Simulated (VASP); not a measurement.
# AlAs in VASP: single point with PBE+D3(BJ)

Aim: the single point of AlAs with PBE+D3(BJ).

Program: VASP 6.6.1. These are calculated values, not measurements. Logs are shortened: lines on timing, memory, paths and dates and some standing lists are left out, and cuts for length are marked.

## (1) The cell of the first run

The cell holds a slab with vacuum, 16 atoms: a = 8.010 Å, b = 8.010 Å, c = 25.964 Å, α = 90.00°, β = 90.00°, γ = 120.00°.

## (2) Single point, PBE+D3(BJ)

INCAR

```
SYSTEM = AlAs
PREC = Accurate
ENCUT = 520
EDIFF = 1E-7
ISMEAR = 0
SIGMA = 0.05
LREAL = Auto
LASPH = .True.
NELM = 80
ALGO = Normal
ISIF = 2
LWAVE = .False.
LCHARG = .True.
LDIPOL = .True.
IDIPOL = 3
DIPOL = 0.5 0.5 0.383
GGA = PE
IVDW = 12
LELF = .True.
LVHAR = .True.
LVACPOTAV = .True.
NBANDS = 46
```

KPOINTS

```
Automatic mesh
0
Gamma
  2 2 1
  0 0 0
```

POSCAR

```
AlAs
1.0
    8.0103882425      0.0000000000      0.0000000000
   -4.0051941213      6.9371997122      0.0000000000
    0.0000000000      0.0000000000     25.9637841325
As Al
8 8
Direct
    0.5000000000      0.0000000000      0.3081214956
    0.5000000000      0.5000000000      0.3081214956
    0.0000000000      0.0000000000      0.3081214956
    0.0000000000      0.5000000000      0.3081214956
    0.6524516385      0.8350428477      0.4386065594
    0.6547110755      0.3454670599      0.4381023721
    0.1770483055      0.8232356201      0.4538469536
    0.1652655064      0.3478874165      0.4386065967
    0.1666666667      0.8333333333      0.3396098497
    0.1666666667      0.3333333333      0.3396098497
    0.6666666667      0.8333333333      0.3396098497
    0.6666666667      0.3333333333      0.3396098497
    0.3317542956      0.6685531424      0.3968175482
    0.3201599192      0.1711714728      0.4644660962
    0.8291036351      0.6800580867      0.4644363396
    0.8253756588      0.1749438352      0.4428321336
```

Potentials or basis: VASP PAW PBE potentials, release 64 (As, Al).

Started as:

```
$ cat potpaw_PBE.64/As/POTCAR potpaw_PBE.64/Al/POTCAR > POTCAR
$ mpirun -np 1 vasp_std > vasp.out
```

OUTCAR:

```text
SYSTEM = AlAs
   PREC = Accurate
   ENCUT = 520
   EDIFF = 1E-7
   ISMEAR = 0
   LREAL = Auto
   LASPH = .True.
   NELM = 80
   ISIF = 2
   GGA = PE
   IVDW = 12
 IVDW          = 12

 ion  position               nearest neighbor table
   1  0.500  0.000  0.308-   9 2.45  12 2.45  11 2.45
   2  0.500  0.500  0.308-  10 2.45  11 2.45  12 2.45
   3  0.000  0.000  0.308-  11 2.45  10 2.45   9 2.45
   4  0.000  0.500  0.308-  12 2.45   9 2.45  10 2.45
   5  0.652  0.835  0.439-  16 2.36  15 2.40  13 2.48  11 2.57
   6  0.655  0.345  0.438-  16 2.37  14 2.42  15 2.42  12 2.56
   7  0.177  0.823  0.454-  15 2.44  14 2.44  13 2.61   9 2.97
   8  0.165  0.348  0.439-  16 2.36  14 2.40  13 2.48  10 2.57
   9  0.167  0.833  0.340-   1 2.45   4 2.45   3 2.45  13 2.73   7 2.97
  10  0.167  0.333  0.340-   2 2.45   3 2.45   4 2.45   8 2.57  13 2.76
  11  0.667  0.833  0.340-   3 2.45   2 2.45   1 2.45   5 2.57  13 2.76
  12  0.667  0.333  0.340-   4 2.45   1 2.45   2 2.45   6 2.56
  13  0.332  0.669  0.397-   8 2.48   5 2.48   7 2.61   9 2.73  11 2.76  10 2.76
  14  0.320  0.171  0.464-   8 2.40   6 2.42   7 2.44
  15  0.829  0.680  0.464-   5 2.40   6 2.42   7 2.44
  16  0.825  0.175  0.443-   8 2.36   5 2.36   6 2.37

  LATTYP: Found a hexagonal cell.
 ALAT       =     8.0103882425
 C/A-ratio  =     3.2412641368

  Lattice vectors:

 A1 = (   8.0103882425,   0.0000000000,   0.0000000000)
 A2 = (  -4.0051941213,   6.9371997122,   0.0000000000)
 A3 = (   0.0000000000,   0.0000000000,  25.9637841325)

Analysis of symmetry for initial positions (statically):
=====================================================================
 Subroutine PRICEL returns:
 Original cell was already a primitive cell.

 Routine SETGRP: Setting up the symmetry group for a
 hexagonal supercell.

 Subroutine GETGRP returns: Found  1 space group operations
 (whereof  1 operations were pure point group operations)
 out of a pool of 24 trial point group operations.

The static configuration has the point symmetry C_1 .

Analysis of symmetry for dynamics (positions and initial velocities):
=====================================================================
 Subroutine PRICEL returns:
 Original cell was already a primitive cell.

 Routine SETGRP: Setting up the symmetry group for a
 hexagonal supercell.

 Subroutine GETGRP returns: Found  1 space group operations
 (whereof  1 operations were pure point group operations)
 out of a pool of 24 trial point group operations.

The dynamic configuration has the point symmetry C_1 .

 Subroutine INISYM returns: Found  1 space group operations
 (whereof  1 operations are pure point group operations),
 and found     1 'primitive' translations

[... 115 lines left out ...]
   EFERMI =   0.00;   METHOD = LEGACY
   ISMEAR =     0;   SIGMA  =   0.05  broadening in eV -4-tet -1-fermi 0-gaus
   EFERMI_NEDOS =   21; number of points for ismear=-14 and -15
   IALGO  =     38    algorithm
   IMIX   =      4    mixing-type and parameters
     AMIX     =   0.40;   BMIX     =  1.00
     AMIX_MAG =   1.60;   BMIX_MAG =  1.00
  volume/ion in A,a.u.               =      90.17       608.53
  Fermi-wavevector in a.u.,A,eV,Ry     =   0.579517  1.095128  4.569381  0.335840
  Thomas-Fermi vector in A             =   1.623256
   LORBIT       =      0    0 simple, 1 ext, 2 COOP (PROOUT), +10 PAW based schemes
   GGA     = PE    functional components
   LHFCALC =     F    Hartree Fock is set to
   AEXX    =    0.0000 exact exchange contribution
   IVDW    =    12    specifies the selected vdW correction
   LEPSILON=     F    determine dielectric tensor
   LRPA    =     F    only Hartree local field effects (RPA)
 non-spin polarized calculation
 Gauss-broadening in eV      SIGMA  =   0.05
  energy-cutoff  :      520.00
  volume of cell :     1442.80
 maximum number of plane-waves:     38888
 NGX is ok and might be reduce to    60
   NGX = 29   NGY = 29   NGZ = 97

 number of electron      63.9999996 magnetization

 dipolmoment           0.000000      0.000000     -0.534220 electrons x Angstroem

 Free energy of the ion-electron system (eV)
  ---------------------------------------------------
  ext. energy  EPLUGINS =         0.00000000
  ---------------------------------------------------
  free energy    TOTEN  =       -67.57919156 eV

  energy without entropy =      -67.57919147  energy(sigma->0) =      -67.57919151

 E-fermi :  -2.3315     XC(G=0):  -2.7960

 val. band max:       -2.5087494545   @ k =   0.0000   0.0000   0.0000
 cond. band min:      -2.1586557095   @ k =   0.0000   0.0000   0.0000
 fundamental gap:      0.3500937450
 Fermi energy:        -2.3314694329

 k-point     1 :       0.0000    0.0000    0.0000
  band No.  band energies     occupation
      1     -14.6001      2.00000
      2     -13.5942      2.00000
      3     -13.4486      2.00000
      4     -13.2182      2.00000
      5     -12.9961      2.00000
      6     -12.2952      2.00000
[... 177 lines left out ...]
     43       1.3399      0.00000
     44       1.4940      0.00000
 [bands above 44 left out]

------------------------ aborting loop because EDIFF is reached ----------------------------------------

 Edisp (eV)   -3.45397

 E8    (eV) :    -1.5842

  FORCE on cell =-STRESS in cart. coord.  units (eV):
  Direction    XX          YY          ZZ          XY          YZ          ZX
  --------------------------------------------------------------------------------------
  -------------------------------------------------------------------------------------
  Total      -0.14444     0.04401    -1.78607     0.17902    -0.08407     0.13443
  in kB      -0.16040     0.04887    -1.98337     0.19879    -0.09335     0.14928
  external pressure =       -0.70 kB  Pullay stress =        0.00 kB

 VOLUME and BASIS-vectors are now :
 -----------------------------------------------------------------------------
  energy-cutoff  :      520.00
  volume of cell :     1442.80
      direct lattice vectors                 reciprocal lattice vectors
     8.010388242  0.000000000  0.000000000     0.124837894  0.072075192  0.000000000
    -4.005194121  6.937199712  0.000000000     0.000000000  0.144150384  0.000000000
     0.000000000  0.000000000 25.963784132     0.000000000  0.000000000  0.038515187

 POSITION                                       TOTAL-FORCE (eV/Angst)
 -----------------------------------------------------------------------------------
      4.00519      0.00000      8.00000         0.058699     -0.403544      0.528103
      2.00260      3.46860      8.00000        -0.442914      0.255815      0.241723
      0.00000      0.00000      8.00000         0.097673     -0.056372     -0.100283
     -2.00260      3.46860      8.00000         0.378539      0.150418      0.527998
      1.88188      5.79286     11.38789         0.023531     -0.156155      0.616612
      3.86083      2.39657     11.37480        -0.289688      0.166743      0.384241
[... 8 lines left out ...]
      3.91768      4.71770     12.05852         0.531211      0.322928     -0.857950
      5.91090      1.21362     11.49760         0.142534     -0.083276     -0.071867
 -----------------------------------------------------------------------------------
    total drift:                               -0.003560      0.001975      0.003062

  FREE ENERGIE OF THE ION-ELECTRON SYSTEM (eV)
  ---------------------------------------------------
  free  energy   TOTEN  =       -71.0331661683 eV

  energy  without entropy=      -71.0331660757  energy(sigma->0) =      -71.03316612

 vacuum level on the upper side and lower side of the slab         1.373         3.113
```

stdout:

```text
POSCAR found type information on POSCAR AsAl
 POSCAR found :  2 types and      16 ions
 scaLAPACK will be used
 LDA part: xc-table for (Slater+PW92), standard interpolation
 POSCAR, INCAR and KPOINTS ok, starting setup
 FFT: planning ... GRIDC
 FFT: planning ... GRID_SOFT
 FFT: planning ... GRID
 WAVECAR not read
 entering main loop
 -----------------------------------------------------------------------------
|                                                                             |
|           W    W    AA    RRRRR   N    N  II  N    N   GGGG   !!!           |
|           W    W   A  A   R    R  NN   N  II  NN   N  G    G  !!!           |
|           W    W  A    A  R    R  N N  N  II  N N  N  G       !!!           |
|           W WW W  AAAAAA  RRRRR   N  N N  II  N  N N  G  GGG   !            |
|           WW  WW  A    A  R   R   N   NN  II  N   NN  G    G                |
|           W    W  A    A  R    R  N    N  II  N    N   GGGG   !!!           |
|                                                                             |
|     Did not find any points to average over, which means that no vacuum     |
|     field-free region was found. Please increase the size of  your cell     |
|     in the dimension of the dipole correction to obtain accurate            |
|     workfunction values.                                                    |
|                                                                             |
 -----------------------------------------------------------------------------
```

Wall time 23 min (1 thread of Intel Xeon 8259CL, shared host); peak memory 1.2 GiB.

What came out:

```
Free energy                : -71.0332 eV
Largest force              : 1.216 eV/Å
Band gap on the k mesh     : 0.35 eV
Dispersion energy per atom : -0.216 eV
```

Forces on the atoms (eV/Å):
```
As   0.059 -0.404  0.528
As  -0.443  0.256  0.242
As   0.098 -0.056 -0.100
As   0.379  0.150  0.528
As   0.024 -0.156  0.617
As  -0.290  0.167  0.384
As  -0.396  0.230  0.142
As   0.147  0.056  0.622
Al  -0.939  0.542 -0.135
Al   0.212 -1.008 -0.638
Al   0.982  0.322 -0.640
Al  -0.239  0.138 -0.014
Al  -0.253  0.145  0.252
Al  -0.014 -0.621 -0.859
Al   0.531  0.323 -0.858
Al   0.143 -0.083 -0.072
```

Caveat: the k points lie up to 0.45 Å⁻¹ apart; semilocal functionals underestimate gaps, and a narrow one can read as zero.
